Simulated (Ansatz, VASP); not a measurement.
NaH: VASP beside Ansatz

The input POSCAR:

```
NaH
1.0
    3.9533072863      0.0000000000      0.0000000000
   -1.9766536431      3.4236645389      0.0000000000
    0.0000000000      0.0000000000      4.8283237758
Na H
2 2
Direct
    0.3333333333      0.6666666667      0.2500000000
    0.6666666667      0.3333333333      0.7500000000
    0.6666666667      0.3333333333      0.2500000000
    0.3333333333      0.6666666667      0.7500000000
```

The input INCAR.step1:

```
SYSTEM = NaH
PREC     = Accurate       ! precision mode
ENCUT    = 520            ! plane-wave cutoff, eV
EDIFF    = 1E-5           ! SCF threshold, eV
ISMEAR   = 0              ! smearing method
SIGMA    = 0.01           ! smearing width, eV
LREAL    = .FALSE.        ! projectors in reciprocal space
LASPH    = .TRUE.         ! aspherical terms in the spheres
NELM     = 80             ! most SCF steps
ALGO     = Normal         ! electronic algorithm
ISIF     = 2              ! what is computed and relaxed
LWAVE    = .TRUE.         ! write WAVECAR
LCHARG   = .FALSE.        ! write CHGCAR
NBANDS   = 16             ! bands
GGA      = PE             ! functional
```

The input INCAR.step2:

```
SYSTEM = NaH
PREC     = Accurate       ! precision mode
ENCUT    = 520            ! plane-wave cutoff, eV
EDIFF    = 1E-6           ! SCF threshold, eV
ISMEAR   = 0              ! smearing method
SIGMA    = 0.01           ! smearing width, eV
LREAL    = .FALSE.        ! projectors in reciprocal space
LASPH    = .TRUE.         ! aspherical terms in the spheres
NELM     = 80             ! most SCF steps
ALGO     = Normal         ! electronic algorithm
ISIF     = 2              ! what is computed and relaxed
LWAVE    = .FALSE.        ! write WAVECAR
LCHARG   = .FALSE.        ! write CHGCAR
GGA      = PE             ! functional
LHFCALC  = .TRUE.         ! exact exchange
HFSCREEN = 0.2079         ! screening, 1/A
PRECFOCK = Normal       
NBANDS   = 16             ! bands
ISTART   = 1
```

File KPOINTS:

```
regular mesh
0
G
  6 6 2
  0 0 0
```

Input for Ansatz:

```yaml
crystal:
  lattice:
    - [3.9533072863, 0.0, 0.0]
    - [-1.9766536431, 3.4236645389, 0.0]
    - [0.0, 0.0, 4.8283237758]
  atoms:
    - { symbol: Na, position: [0.3333333333, 0.6666666667, 0.25] }
    - { symbol: Na, position: [0.6666666667, 0.3333333333, 0.75] }
    - { symbol: H, position: [0.6666666667, 0.3333333333, 0.25] }
    - { symbol: H, position: [0.3333333333, 0.6666666667, 0.75] }
kpoints:
  mp_grid: { grid: [6, 6, 2] }
hamiltonian:
  xc: hse06
scf:
  occupations: { method: fixed }
  n_extra_bands: 5
output:
  forces: true
  stress: true
  eigenvalues: true
```

Alike in both runs: task single point; functional HSE06; k mesh 6 × 6 × 2; no spin polarisation.

|  | VASP | Ansatz |
| --- | --- | --- |
| version | VASP 6.6.1 | Ansatz 0.2.0 |
| potentials or method | VASP PAW PBE potentials, release 64 (Na_pv, H) | plane waves, PAW |
| plane-wave cutoff (eV) | 520 | 420 |
| occupations | gaussian, width 0.01 eV | fixed |
| valence electrons in the cell | 16 | 20 |

VASP gave:

- gap on the k mesh at the Fermi level (eV): 4.26
- pressure (GPa): 0.1
- traceless stress, the component that is largest in VASP (GPa): -0.12

**Question.** What did Ansatz give for the same quantities?

**Answer.** gap on the k mesh at the Fermi level (eV): 4.27; pressure (GPa): 0.1; traceless stress, the component that is largest in VASP (GPa): -0.08.

VASP's potentials hold 16 valence electrons a cell and Ansatz's 20, so a difference there can come from the potentials and not from the codes. Ansatz's warnings: stress exchange threshold loose, stress scf threshold loose.

The k mesh is coarse, so the values compare programs but aren't converged.
